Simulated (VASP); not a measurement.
# Nb (Fd-3m) in VASP: a series of runs

The runs below take Nb through relaxation of cell and atoms, with RPBE.

Everything below comes from runs of VASP 6.6.1. Logs are shortened: lines on timing, memory, paths and dates and some standing lists are left out, and cuts for length are marked.

## 1. The cell of the first run

It takes space group Fd-3m (No. 227, cubic). Conventional cell: a = 5.770 Å, b = 5.770 Å, c = 5.770 Å, α = 90.00°, β = 90.00°, γ = 90.00°. Nb (site symmetry -43m) has 4 Nb at 2.50 Å within 3.3 Å.

This isn't the form of Nb at room conditions, which is bcc.

## 2. Relaxation of cell and atoms, RPBE

File INCAR:

```
SYSTEM = Nb
PREC = Accurate
ENCUT = 500
EDIFF = 1E-7
ISMEAR = 0
SIGMA = 0.1
LREAL = .False.
LASPH = .True.
NELM = 120
ALGO = Normal
ISIF = 3
LWAVE = .False.
LCHARG = .False.
GGA = RP
IBRION = 2
NSW = 80
EDIFFG = -0.02
GGA_COMPAT = .False.
NELMIN = 4
```

File KPOINTS:

```
Automatic mesh
0
Gamma
  7 7 7
  0 0 0
```

File POSCAR:

```
Nb
1.0
    0.0000000000      2.8850000000      2.8850000000
    2.8850000000      0.0000000000      2.8850000000
    2.8850000000      2.8850000000      0.0000000000
Nb
2
Direct
    1.0000000000      1.0000000000      1.0000000000
    0.2500000000      0.2500000000      0.2500000000
```

Potentials or basis: VASP PAW PBE potentials, release 64 (Nb_sv).

Run with:

```sh
$ cat potpaw_PBE.64/Nb_sv/POTCAR > POTCAR
$ mpirun -np 1 vasp_std > vasp.out
```

OUTCAR:

```text
SYSTEM = Nb
   PREC = Accurate
   ENCUT = 500
   EDIFF = 1E-7
   ISMEAR = 0
   LREAL = .False.
   LASPH = .True.
   NELM = 120
   ISIF = 3
   GGA = RP
   IBRION = 2
   NSW = 80
   EDIFFG = -0.02
   NELMIN = 4

 ion  position               nearest neighbor table
   1  0.000  0.000  0.000-   2 2.50   2 2.50   2 2.50   2 2.50
   2  0.250  0.250  0.250-   1 2.50   1 2.50   1 2.50   1 2.50

  LATTYP: Found a face centered cubic cell.
 ALAT       =     5.7700000000

  Lattice vectors:

 A1 = (   0.0000000000,   2.8850000000,   2.8850000000)
 A2 = (   2.8850000000,   0.0000000000,   2.8850000000)
 A3 = (   2.8850000000,   2.8850000000,   0.0000000000)

Analysis of symmetry for initial positions (statically):
=====================================================================
 Subroutine PRICEL returns:
 Original cell was already a primitive cell.

 Routine SETGRP: Setting up the symmetry group for a
 face centered cubic supercell.

 Subroutine GETGRP returns: Found 48 space group operations
 (whereof 24 operations were pure point group operations)
 out of a pool of 48 trial point group operations.

The static configuration has the point symmetry T_d .
 The point group associated with its full space group is O_h .

Analysis of symmetry for dynamics (positions and initial velocities):
=====================================================================
 Subroutine PRICEL returns:
 Original cell was already a primitive cell.

 Routine SETGRP: Setting up the symmetry group for a
 face centered cubic supercell.

 Subroutine GETGRP returns: Found 48 space group operations
 (whereof 24 operations were pure point group operations)
 out of a pool of 48 trial point group operations.

The dynamic configuration has the point symmetry T_d .
 The point group associated with its full space group is O_h .

 Subroutine INISYM returns: Found 48 space group operations
 (whereof 24 operations are pure point group operations),
 and found     1 'primitive' translations

----------------------------------------------------------------------------------------

                                     Primitive cell

  volume of cell :      48.0250

  direct lattice vectors                    reciprocal lattice vectors
     0.000000000  2.885000000  2.885000000    -0.173310225  0.173310225  0.173310225
     2.885000000  0.000000000  2.885000000     0.173310225 -0.173310225  0.173310225
     2.885000000  2.885000000  0.000000000     0.173310225  0.173310225 -0.173310225

  length of vectors
     4.080006127  4.080006127  4.080006127     0.300182116  0.300182116  0.300182116

  position of ions in fractional coordinates (direct lattice)
     0.000000000  0.000000000  0.000000000
     0.250000000  0.250000000  0.250000000

  ion indices of the primitive-cell ions
   primitive index   ion index
                 1           1
                 2           2

----------------------------------------------------------------------------------------

 KPOINTS: Automatic mesh

Automatic generation of k-mesh.
 Grid dimensions read from file:
 generate k-points for:    7    7    7

 Generating k-lattice:

  Cartesian coordinates                     Fractional coordinates (reciprocal lattice)
    -0.024758604  0.024758604  0.024758604     0.142857143  0.000000000  0.000000000
     0.024758604 -0.024758604  0.024758604     0.000000000  0.142857143  0.000000000
     0.024758604  0.024758604 -0.024758604     0.000000000  0.000000000  0.142857143

  Length of vectors
     0.042883159  0.042883159  0.042883159

  Shift w.r.t. Gamma in fractional coordinates (k-lattice)
     0.000000000  0.000000000  0.000000000

 Subroutine IBZKPT returns following result:
 ===========================================

 Found     20 irreducible k-points:

 Following reciprocal coordinates:
            Coordinates               Weight
  0.000000  0.000000  0.000000      1.000000
  0.142857  0.000000  0.000000      8.000000
  0.285714  0.000000  0.000000      8.000000
  0.428571  0.000000  0.000000      8.000000
  0.142857  0.142857  0.000000      6.000000
  0.285714  0.142857  0.000000     24.000000
[... 12 lines left out ...]
 -0.428571  0.428571  0.142857     24.000000
 -0.285714  0.428571  0.142857     24.000000
   k-points           NKPTS =     20   k-points in BZ     NKDIM =     20   number of bands    NBANDS=     17
   number of dos      NEDOS =    301   number of ions     NIONS =      2
   total plane-waves  NPLWV =  27000
   dimension x,y,z NGX =    30 NGY =   30 NGZ =   30
   dimension x,y,z NGXF=    60 NGYF=   60 NGZF=   60
   ions per type =               2
   NGX,Y,Z   is equivalent  to a cutoff of  12.22, 12.22, 12.22 a.u.
   NGXF,Y,Z  is equivalent  to a cutoff of  24.45, 24.45, 24.45 a.u.
 SYSTEM =  Nb
   PREC   = accura    normal or accurate (medium, high low for compatibility)
   ISTART =      0    job   : 0-new  1-cont  2-samecut
   ICHARG =      2    charge: 1-file 2-atom 10-const
[... 43 lines left out ...]
 NGX is ok and might be reduce to    30
   NGX = 15   NGY = 15   NGZ = 15

--------------------------------------- Ionic step        1  -------------------------------------------

 number of electron      26.0000004 magnetization

 Free energy of the ion-electron system (eV)
  ---------------------------------------------------
  ext. energy  EPLUGINS =         0.00000000
  ---------------------------------------------------
  free energy    TOTEN  =       -14.32593291 eV

  energy without entropy =      -14.31940857  energy(sigma->0) =      -14.32267074

------------------------ aborting loop because EDIFF is reached ----------------------------------------

  FORCE on cell =-STRESS in cart. coord.  units (eV):
  Direction    XX          YY          ZZ          XY          YZ          ZX
  --------------------------------------------------------------------------------------
  -------------------------------------------------------------------------------------
  Total        2.0754102      2.0754102      2.0754102      0.0000000     -0.0000000      0.0000000
  in kB       69.2384090     69.2384090     69.2384090      0.0000000     -0.0000000      0.0000000
  external PRESSURE =      69.2384090 kB  Pullay stress =       0.0000000 kB

 VOLUME and BASIS-vectors are now :
 -----------------------------------------------------------------------------
  energy-cutoff  :      500.00
  volume of cell :       48.03
      direct lattice vectors                 reciprocal lattice vectors
     0.000000000  2.885000000  2.885000000    -0.173310225  0.173310225  0.173310225
     2.885000000  0.000000000  2.885000000     0.173310225 -0.173310225  0.173310225
     2.885000000  2.885000000  0.000000000     0.173310225  0.173310225 -0.173310225

 POSITION                                       TOTAL-FORCE (eV/Angst)
 -----------------------------------------------------------------------------------
      0.00000      0.00000      0.00000        -0.000000     -0.000000     -0.000000
      1.44250      1.44250      1.44250         0.000000      0.000000      0.000000
 -----------------------------------------------------------------------------------
    total drift:                                0.000000     -0.000000      0.000000

  FREE ENERGIE OF THE ION-ELECTRON SYSTEM (eV)
  ---------------------------------------------------
  free  energy   TOTEN  =       -14.3259329071 eV

  energy  without entropy=      -14.3194085723  energy(sigma->0) =      -14.32267074

--------------------------------------- Ionic step        2  -------------------------------------------

 number of electron      26.0000004 magnetization

 E-fermi :   6.0288     XC(G=0):  -9.8969

 val. band max:        5.9745531970   @ k =  -0.4286   0.4286   0.1429
 cond. band min:       6.0637448898   @ k =   0.4286   0.2857   0.0000
 fundamental gap:      0.0891916928
 Fermi energy:         6.0287690689

 k-point     1 :       0.0000    0.0000    0.0000
  band No.  band energies     occupation
      1     -48.4389      2.00000
      2     -47.9111      2.00000
      3     -24.7918      2.00000
      4     -24.7918      2.00000
      5     -24.7918      2.00000
      6     -23.8663      2.00000
[... 9 lines left out ...]
     16       7.8464      0.00000
     17       7.8464      0.00000
[... 400 lines left out ...]
 POSITION                                       TOTAL-FORCE (eV/Angst)
 -----------------------------------------------------------------------------------
      6.05886      6.05886      6.05886         0.000000     -0.000000     -0.000000
      1.51471      1.51471      1.51471        -0.000000      0.000000      0.000000
 -----------------------------------------------------------------------------------
    total drift:                                0.000000     -0.000000      0.000000

  FREE ENERGIE OF THE ION-ELECTRON SYSTEM (eV)
  ---------------------------------------------------
  free  energy   TOTEN  =       -14.3844845516 eV

  energy  without entropy=      -14.3708681120  energy(sigma->0) =      -14.37767633

--------------------------------------- Ionic step        3  -------------------------------------------

 number of electron      25.9999996 magnetization

 Free energy of the ion-electron system (eV)
  ---------------------------------------------------
  ext. energy  EPLUGINS =         0.00000000
  ---------------------------------------------------
  free energy    TOTEN  =       -14.41747729 eV

  energy without entropy =      -14.40575813  energy(sigma->0) =      -14.41161771

 E-fermi :   6.5569     XC(G=0): -10.1527

 val. band max:        6.5400727975   @ k =   0.4286   0.2857   0.0000
 cond. band min:       6.6379692726   @ k =   0.1429   0.1429   0.0000
 fundamental gap:      0.0978964751
 Fermi energy:         6.5569098828

 k-point     1 :       0.0000    0.0000    0.0000
  band No.  band energies     occupation
      1     -47.8976      2.00000
      2     -47.2575      2.00000
      3     -24.2870      2.00000
      4     -24.2870      2.00000
      5     -24.2870      2.00000
      6     -23.2215      2.00000
[... 9 lines left out ...]
     16       8.4895      0.00000
     17       8.4895      0.00000
[... 400 lines left out ...]
 POSITION                                       TOTAL-FORCE (eV/Angst)
 -----------------------------------------------------------------------------------
      0.00000      0.00000      0.00000        -0.000000     -0.000000     -0.000000
      1.48663      1.48663      1.48663         0.000000      0.000000      0.000000
 -----------------------------------------------------------------------------------
    total drift:                                0.000000     -0.000000      0.000000

  FREE ENERGIE OF THE ION-ELECTRON SYSTEM (eV)
  ---------------------------------------------------
  free  energy   TOTEN  =       -14.4174772947 eV

  energy  without entropy=      -14.4057581263  energy(sigma->0) =      -14.41161771

 reached required accuracy - stopping structural energy minimisation
```

It took 57 s on 1 thread of Intel Xeon Platinum 8259CL at 2.50GHz (Skylake/Cascade Lake), shared host; peak memory 0.17 GiB.

What came out:

```yaml
Free_energy: -14.4175 eV
Relaxed_volume: 26.28 Å³/atom
Relaxed_cell: a = 4.205 Å, b = 4.205 Å, c = 4.205 Å, α = 60.00°, β = 60.00°, γ = 60.00°
Space_group_after_relaxing_to_0.1_Å: Fd-3m (No. 227)
Energy_gained_by_relaxing: 45.8 meV/atom
Ionic_steps: 3
Pressure_after_relaxing: 0.0 GPa
Band_gap_on_the_k_mesh: zero (bands 13 and 14 overlap by 0.87 eV)
```

The path:
```tsv
step	energy change (eV)	largest force (eV/Å)	pressure (GPa)	volume (Å³)
1	0.0000	0.0000	6.92	48.03
2	-0.0586	0.0000	-3.30	55.60
3	-0.0915	0.0000	-0.01	52.57
```

Final structure:
```
Nb
1.0
     0.00000    2.97326    2.97326
     2.97326    0.00000    2.97326
     2.97326    2.97326    0.00000
Nb
2
Direct
  0.00000 0.00000 0.00000
  0.25000 0.25000 0.25000
```

Caveat: the PAW data sets were made with another functional, which shifts forces and pressure a little.

## 3. Relaxation of cell and atoms, RPBE, target pressure 5 GPa, at which the enthalpy is minimised

File INCAR:

```
SYSTEM = Nb
  PREC = Accurate
  ENCUT = 500
  EDIFF = 1E-7
  ISMEAR = 0
  SIGMA = 0.1
  LREAL = .FALSE.
  LASPH = .TRUE.
  NELM = 120
  ALGO = Normal
  ISIF = 3
  LWAVE = .FALSE.
  LCHARG = .FALSE.
  GGA = RP
  IBRION = 2
  NSW = 80
  EDIFFG = -0.02
  PSTRESS = 50.0
  GGA_COMPAT = .FALSE.
  NELMIN = 4
```

File KPOINTS:

```
Automatic mesh
0
G
  7 7 7
  0 0 0
```

POSCAR is that of step 2.

Potentials or basis: VASP PAW PBE potentials, release 64 (Nb_sv).

Run with:

```sh
$ cat potpaw_PBE.64/Nb_sv/POTCAR > POTCAR
$ mpirun -np 1 vasp_std > vasp.out
```

Wall time 51 s (1 thread of Intel Xeon Platinum 8259CL at 2.50GHz (Skylake/Cascade Lake), shared host); peak memory 0.16 GiB.

The run converged. Its results:

```yaml
Free_energy: -14.3661 eV
Relaxed_volume: 24.55 Å³/atom
Relaxed_cell: a = 4.110 Å, b = 4.110 Å, c = 4.110 Å, α = 60.00°, β = 60.00°, γ = 60.00°
Space_group_after_relaxing_to_0.1_Å: Fd-3m (No. 227)
Energy_change_on_relaxing_the_run_minimises_the_enthalpy: -20.1 meV/atom
Ionic_steps: 3
Pressure_after_relaxing: 5.0 GPa
Band_gap_on_the_k_mesh: zero (bands 13 and 14 overlap by 1.15 eV)
```

The path:
```tsv
step	energy change (eV)	largest force (eV/Å)	pressure (GPa)	volume (Å³)
1	0.0000	0.0000	6.92	48.03
2	-0.0652	0.0000	3.48	50.06
3	-0.0402	0.0000	4.99	49.11
```

Final structure:
```
Nb
1.0
     0.00000    2.90653    2.90653
     2.90653    0.00000    2.90653
     2.90653    2.90653    0.00000
Nb
2
Cartesian
  0.0000 0.0000 0.0000
  1.4533 1.4533 1.4533
```

Levels at points of the mesh, in eV from the Fermi level:
```csv
k point,band 9,band 10,band 11,band 12,band 13,band 14,band 15,band 16,band 17
"(0.00, 0.00, 0.00)",-4.45,-1.52,-1.52,-0.50,-0.50,-0.50,2.07,2.07,2.07
```

Caveat: the cell is relaxed towards a set pressure, so the run minimises the enthalpy, not the energy; the PAW data sets were made with another functional, which shifts forces and pressure a little.

## 4. Relaxation of cell and atoms, RPBE, target pressure 10 GPa, at which the enthalpy is minimised

File INCAR:

```
SYSTEM = Nb
ALGO = Normal
EDIFF = 1E-7
EDIFFG = -0.02
ENCUT = 500
GGA = RP
GGA_COMPAT = .False.
IBRION = 2
ISIF = 3
ISMEAR = 0
LASPH = .True.
LCHARG = .False.
LREAL = .False.
LWAVE = .False.
NELM = 120
NELMIN = 4
NSW = 80
PREC = Accurate
PSTRESS = 100.0
SIGMA = 0.1
```

File KPOINTS:

```
k-points
0
Gamma
  7 7 7
  0 0 0
```

POSCAR is that of step 3.

Run with:

```sh
$ cat potpaw_PBE.64/Nb_sv/POTCAR > POTCAR
$ mpirun -np 1 vasp_std > vasp.out
```

It took 58 s on 1 thread of Intel Xeon Platinum 8259CL at 2.50GHz (Skylake/Cascade Lake), shared host; peak memory 0.17 GiB.

Results (log left out):

```yaml
Free_energy: -14.2486 eV
Relaxed_volume: 23.28 Å³/atom
Relaxed_cell: a = 4.038 Å, b = 4.038 Å, c = 4.038 Å, α = 60.00°, β = 60.00°, γ = 60.00°
Space_group_after_relaxing_to_0.1_Å: Fd-3m (No. 227)
Energy_change_on_relaxing_the_run_minimises_the_enthalpy: +38.7 meV/atom
Ionic_steps: 3
Pressure_after_relaxing: 10.0 GPa
Band_gap_on_the_k_mesh: zero (bands 13 and 14 overlap by 1.41 eV)
```

Step by step:
```tsv
step	energy change (eV)	largest force (eV/Å)	pressure (GPa)	volume (Å³)
1	0.0000	0.0000	6.92	48.03
2	0.2010	0.0000	14.00	44.89
3	0.0774	0.0000	9.98	46.55
```

Final structure:
```
CELL_PARAMETERS angstrom
0.00000 2.85517 2.85517
2.85517 0.00000 2.85517
2.85517 2.85517 0.00000
ATOMIC_POSITIONS crystal
Nb 0.00000 0.00000 0.00000
Nb 0.25000 0.25000 0.25000
```

Levels at points of the mesh, in eV from the Fermi level:
| k point | band 11 | band 12 | band 13 | band 14 | band 15 | band 16 |
| --- | --- | --- | --- | --- | --- | --- |
| (0.00, 0.00, 0.00) | -1.76 | -0.59 | -0.59 | -0.59 | 2.12 | 2.12 |

Caveat: the cell is relaxed towards a set pressure, so the run minimises the enthalpy, not the energy; the PAW data sets were made with another functional, which shifts forces and pressure a little.

## 5. Relaxation of cell and atoms, RPBE, target pressure 20 GPa, at which the enthalpy is minimised

File INCAR:

```
PREC     = Accurate       # precision mode
ENCUT    = 500            # plane-wave cutoff, eV
EDIFF    = 1E-7           # SCF threshold, eV
ISMEAR   = 0              # smearing method
SIGMA    = 0.1            # smearing width, eV
LREAL    = False          # projectors in reciprocal space
LASPH    = True           # aspherical terms in the spheres
NELM     = 120            # most SCF steps
ALGO     = Normal         # electronic algorithm
ISIF     = 3              # what is computed and relaxed
LWAVE    = False          # write WAVECAR
LCHARG   = False          # write CHGCAR
GGA      = RP             # functional
IBRION   = 2              # ionic algorithm
NSW      = 80             # ionic steps
EDIFFG   = -0.02          # ionic threshold
PSTRESS  = 200.0        
GGA_COMPAT= False        
NELMIN   = 4
```

File KPOINTS:

```
Automatic mesh
0
Gamma
  7 7 7
```

POSCAR is that of step 4.

Run with:

```sh
$ cat potpaw_PBE.64/Nb_sv/POTCAR > POTCAR
$ mpirun -np 1 vasp_std > vasp.out
```

It took 98 s on 1 thread of Intel Xeon Platinum 8259CL at 2.50GHz (Skylake/Cascade Lake), shared host; peak memory 0.17 GiB.

It converged, with:

```
Free energy                                                : -13.9035 eV
Relaxed volume                                             : 21.40 Å³/atom
Relaxed cell                                               : a = 3.926 Å, b = 3.926 Å, c = 3.926 Å, α = 60.00°, β = 60.00°, γ = 60.00°
Space group after relaxing (to 0.1 Å)                      : Fd-3m (No. 227)
Energy change on relaxing (the run minimises the enthalpy) : +211.2 meV/atom
Ionic steps                                                : 5
Pressure after relaxing                                    : 20.1 GPa
Band gap on the k mesh                                     : zero (bands 13 and 14 overlap by 1.86 eV)
```

The path:
```
step  energy change (eV)  largest force (eV/Å)  pressure (GPa)  volume (Å³)
   1              0.0000                0.0000            6.92        48.03
   2              2.0340                0.0000           56.16        35.65
   3              0.3737                0.0000           18.83        43.20
   4              0.4101                0.0000           19.79        42.90
   5              0.4224                0.0000           20.12        42.80
```

Final structure:
```
Nb
1.0
     0.00000    2.77628    2.77628
     2.77628    0.00000    2.77628
     2.77628    2.77628    0.00000
Nb
2
Direct
  0.00000 0.00000 0.00000
  0.25000 0.25000 0.25000
```

Levels at points of the mesh, in eV from the Fermi level:
```tsv
k point	band 10	band 11	band 12	band 13	band 14	band 15	band 16	band 17
(0.00, 0.00, 0.00)	-2.19	-2.19	-0.75	-0.75	-0.75	2.20	2.20	2.20
```

Caveat: the cell is relaxed towards a set pressure, so the run minimises the enthalpy, not the energy; the PAW data sets were made with another functional, which shifts forces and pressure a little.

## 6. Overview

| cell | gap on the mesh (eV) | pressure (GPa) |
| --- | --- | --- |
| relaxed | none | 0.0 |
| relaxed to 5 GPa | none | 5.0 |
| relaxed to 10 GPa | none | 10.0 |
| relaxed to 20 GPa | none | 20.1 |

Alike in all rows: task relaxation of cell and atoms; level RPBE; potentials or basis VASP PAW PBE potentials, release 64 (Nb_sv); no spin polarisation; k mesh 7 × 7 × 7; cutoff (eV) 500; smearing gaussian 0.1 eV.

Caveats: the PAW data sets were made with another functional, which shifts forces and pressure a little; the cell is relaxed towards a set pressure, so the run minimises the enthalpy, not the energy (at least some runs).

Total energies depend on the potentials used, so only differences within one code and one set of settings carry meaning.
